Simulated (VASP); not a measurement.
# Si (P6_3/mmc) in VASP: notebook, part 2 of 2

VASP 6.6.1. The steps go on from the part before.

### 4 Single point, PBEsol (15.11 Å³/atom)

This run uses another cell than the first one, of 15.11 Å³/atom.

INCAR reads:

```
PREC = Accurate
ENCUT = 520
EDIFF = 1E-6
ISMEAR = -1
SIGMA = 0.1
LREAL = F
LASPH = T
NELM = 60
ALGO = Normal
ISIF = 2
LWAVE = F
LCHARG = F
GGA = PS
NBANDS = 11
```

KPOINTS reads:

```
regular mesh
0
Gamma
  15 15 8
```

POSCAR reads:

```
Si
1.0
    2.7473455275      0.0000000000      0.0000000000
   -1.3736727638      2.3792710198      0.0000000000
    0.0000000000      0.0000000000      4.6227954541
Si
2
Direct
    0.3333333333      0.6666666667      0.2500000000
    0.6666666667      0.3333333333      0.7500000000
```

Potentials or basis: VASP PAW PBE potentials, release 64 (Si).

On the command line:

```sh
$ cat potpaw_PBE.64/Si/POTCAR > POTCAR
$ mpirun -np 1 vasp_std > vasp.out
```

OUTCAR:

```text
PREC = Accurate
   ENCUT = 520
   EDIFF = 1E-6
   ISMEAR = -1
   LREAL = F
   LASPH = T
   NELM = 60
   ISIF = 2
   GGA = PS

 ion  position               nearest neighbor table
   1  0.333  0.667  0.250-   2 2.80   2 2.80   2 2.80   2 2.80   2 2.80   2 2.80
   2  0.667  0.333  0.750-   1 2.80   1 2.80   1 2.80   1 2.80   1 2.80   1 2.80

  LATTYP: Found a hexagonal cell.
 ALAT       =     2.7473455275
 C/A-ratio  =     1.6826407191

  Lattice vectors:

[... 523 lines left out ...]

------------------------ aborting loop because EDIFF is reached ----------------------------------------

  FORCE on cell =-STRESS in cart. coord.  units (eV):
  Direction    XX          YY          ZZ          XY          YZ          ZX
  --------------------------------------------------------------------------------------
  -------------------------------------------------------------------------------------
  Total       -1.2762445     -1.2762445     -1.0063979      0.0000000      0.0000000      0.0000000
  in kB      -67.6678808    -67.6678808    -53.3603188      0.0000000      0.0000000      0.0000000
  external PRESSURE =     -62.8986935 kB  Pullay stress =       0.0000000 kB

 VOLUME and BASIS-vectors are now :
 -----------------------------------------------------------------------------
  energy-cutoff  :      520.00
  volume of cell :       30.22
      direct lattice vectors                 reciprocal lattice vectors
     2.747345527  0.000000000  0.000000000     0.363987707  0.210148401  0.000000000
    -1.373672764  2.379271020  0.000000000     0.000000000  0.420296802  0.000000000
     0.000000000  0.000000000  4.622795454     0.000000000  0.000000000  0.216319327

 POSITION                                       TOTAL-FORCE (eV/Angst)
 -----------------------------------------------------------------------------------
     -0.00000      1.58618      1.15570        -0.000000      0.000000      0.000000
      1.37367      0.79309      3.46710         0.000000     -0.000000      0.000000
 -----------------------------------------------------------------------------------
    total drift:                               -0.000000      0.000000      0.000000

  FREE ENERGIE OF THE ION-ELECTRON SYSTEM (eV)
  ---------------------------------------------------
  free  energy   TOTEN  =       -10.7123114322 eV

  energy  without entropy=      -10.6835788529  energy(sigma->0) =      -10.69794514
```

Run time: 30 s. Hardware: 1 thread of Intel Xeon 8259CL, shared host; peak memory 0.16 GiB.

Results:

```
Free energy            : -10.7123 eV
Pressure               : -6.3 GPa
Band gap on the k mesh : zero (bands 4 and 5 overlap by 11.71 eV)
```

Stress tensor (GPa, compression positive):
```
-6.77  0.00  0.00
 0.00 -6.77  0.00
 0.00  0.00 -5.34
```

Caveat: the cell stands under tension; the PAW data sets were made with another functional, which shifts forces and pressure a little.

### 5 Single point, PBEsol (15.67 Å³/atom)

This run uses another cell than the first one, of 15.67 Å³/atom.

INCAR reads:

```
SYSTEM = Si
PREC     = Accurate       ! precision mode
ENCUT    = 520            ! plane-wave cutoff, eV
EDIFF    = 1E-7           ! SCF threshold, eV
ISMEAR   = -1             ! smearing method
SIGMA    = 0.1            ! smearing width, eV
LREAL    = .False.        ! projectors in reciprocal space
LASPH    = .True.         ! aspherical terms in the spheres
NELM     = 60             ! most SCF steps
ALGO     = Normal         ! electronic algorithm
ISIF     = 2              ! what is computed and relaxed
LWAVE    = .False.        ! write WAVECAR
LCHARG   = .False.        ! write CHGCAR
GGA      = PS             ! functional
NBANDS   = 11             ! bands
```

KPOINTS reads:

```
Automatic mesh
0
Gamma
  15 15 8
  0 0 0
```

POSCAR reads:

```
Si
1.0
    2.7808530436      0.0000000000      0.0000000000
   -1.3904265218      2.4082893800      0.0000000000
    0.0000000000      0.0000000000      4.6791765650
Si
2
Direct
    0.3333333333      0.6666666667      0.2500000000
    0.6666666667      0.3333333333      0.7500000000
```

Potentials or basis: VASP PAW PBE potentials, release 64 (Si).

On the command line:

```sh
$ cat potpaw_PBE.64/Si/POTCAR > POTCAR
$ mpirun -np 1 vasp_std > vasp.out
```

OUTCAR:

```text
SYSTEM = Si
   PREC = Accurate
   ENCUT = 520
   EDIFF = 1E-7
   ISMEAR = -1
   LREAL = .False.
   LASPH = .True.
   NELM = 60
   ISIF = 2
   GGA = PS

 ion  position               nearest neighbor table
   1  0.333  0.667  0.250-   2 2.84   2 2.84   2 2.84   2 2.84   2 2.84   2 2.84
   2  0.667  0.333  0.750-   1 2.84   1 2.84   1 2.84   1 2.84   1 2.84   1 2.84

  LATTYP: Found a hexagonal cell.
 ALAT       =     2.7808530436
 C/A-ratio  =     1.6826407191

  Lattice vectors:

[... 524 lines left out ...]

------------------------ aborting loop because EDIFF is reached ----------------------------------------

  FORCE on cell =-STRESS in cart. coord.  units (eV):
  Direction    XX          YY          ZZ          XY          YZ          ZX
  --------------------------------------------------------------------------------------
  -------------------------------------------------------------------------------------
  Total       -1.7611905     -1.7611905     -1.4664074      0.0000000     -0.0000000      0.0000000
  in kB      -90.0452445    -90.0452445    -74.9737251      0.0000000     -0.0000000      0.0000000
  external PRESSURE =     -85.0214047 kB  Pullay stress =       0.0000000 kB

 VOLUME and BASIS-vectors are now :
 -----------------------------------------------------------------------------
  energy-cutoff  :      520.00
  volume of cell :       31.34
      direct lattice vectors                 reciprocal lattice vectors
     2.780853044  0.000000000  0.000000000     0.359601886  0.207616246  0.000000000
    -1.390426522  2.408289380  0.000000000     0.000000000  0.415232492  0.000000000
     0.000000000  0.000000000  4.679176565     0.000000000  0.000000000  0.213712816

 POSITION                                       TOTAL-FORCE (eV/Angst)
 -----------------------------------------------------------------------------------
     -0.00000      1.60553      1.16979        -0.000000     -0.000000      0.000000
      1.39043      0.80276      3.50938         0.000000      0.000000      0.000000
 -----------------------------------------------------------------------------------
    total drift:                                0.000000     -0.000000      0.000000

  FREE ENERGIE OF THE ION-ELECTRON SYSTEM (eV)
  ---------------------------------------------------
  free  energy   TOTEN  =       -10.6604461989 eV

  energy  without entropy=      -10.6306395962  energy(sigma->0) =      -10.64554290
```

OSZICAR:

```text
N       E                     dE             d eps       ncg     rms          rms(c)
DAV:   1     0.428688060165E+01    0.42869E+01   -0.34135E+03  2970   0.609E+02
DAV:   2    -0.102930393221E+02   -0.14580E+02   -0.13976E+02  3921   0.815E+01
DAV:   3    -0.107050528555E+02   -0.41201E+00   -0.40835E+00  3944   0.111E+01
DAV:   4    -0.107066296076E+02   -0.15768E-02   -0.15764E-02  3585   0.879E-01
DAV:   5    -0.107066365298E+02   -0.69221E-05   -0.69223E-05  3745   0.533E-02    0.336E+00
DAV:   6    -0.106765417326E+02    0.30095E-01   -0.10299E-02  3405   0.454E-01    0.184E+00
DAV:   7    -0.106605395080E+02    0.16002E-01   -0.18348E-02  3283   0.601E-01    0.133E-01
DAV:   8    -0.106604478470E+02    0.91661E-04   -0.21526E-04  4238   0.961E-02    0.227E-02
DAV:   9    -0.106604482548E+02   -0.40775E-06   -0.17601E-06  3538   0.795E-03    0.423E-03
DAV:  10    -0.106604463544E+02    0.19004E-05   -0.15782E-07  3772   0.210E-03    0.382E-03
DAV:  11    -0.106604461922E+02    0.16221E-06   -0.48286E-09  2079   0.469E-04    0.149E-04
DAV:  12    -0.106604461989E+02   -0.67375E-08   -0.61073E-10  2034   0.165E-04
   1 F= -.10660446E+02 E0= -.10645543E+02  d E =-.298066E-01
```

Run time: 38 s. Hardware: 1 thread of Intel Xeon 8259CL, shared host; peak memory 0.17 GiB.

Results:

| Item | Value |
| --- | --- |
| Free energy | -10.6604 eV |
| Pressure | -8.5 GPa |
| Band gap on the k mesh | zero (bands 4 and 5 overlap by 11.38 eV) |

Caveat: the cell stands under tension; the PAW data sets were made with another functional, which shifts forces and pressure a little.

### 6 Overview

```tsv
cell	gap on the mesh (eV)	pressure (GPa)
a = 2.678, b = 2.678, c = 4.506 Å, angles 90.0, 90.0, 120.0°, 2 atoms	none	-0.2
a = 2.713, b = 2.713, c = 4.565 Å, angles 90.0, 90.0, 120.0°, 2 atoms	none	-3.6
a = 2.747, b = 2.747, c = 4.623 Å, angles 90.0, 90.0, 120.0°, 2 atoms	none	-6.3
a = 2.781, b = 2.781, c = 4.679 Å, angles 90.0, 90.0, 120.0°, 2 atoms	none	-8.5
```

Alike in all rows: task single point; level PBEsol; potentials or basis VASP PAW PBE potentials, release 64 (Si); no spin polarisation; k mesh 15 × 15 × 8; cutoff (eV) 520; smearing fermi-dirac 0.1 eV.

Caveats: the PAW data sets were made with another functional, which shifts forces and pressure a little; the cell stands under tension (at least some runs).

Absolute energies hang on the potentials; compare differences alone.
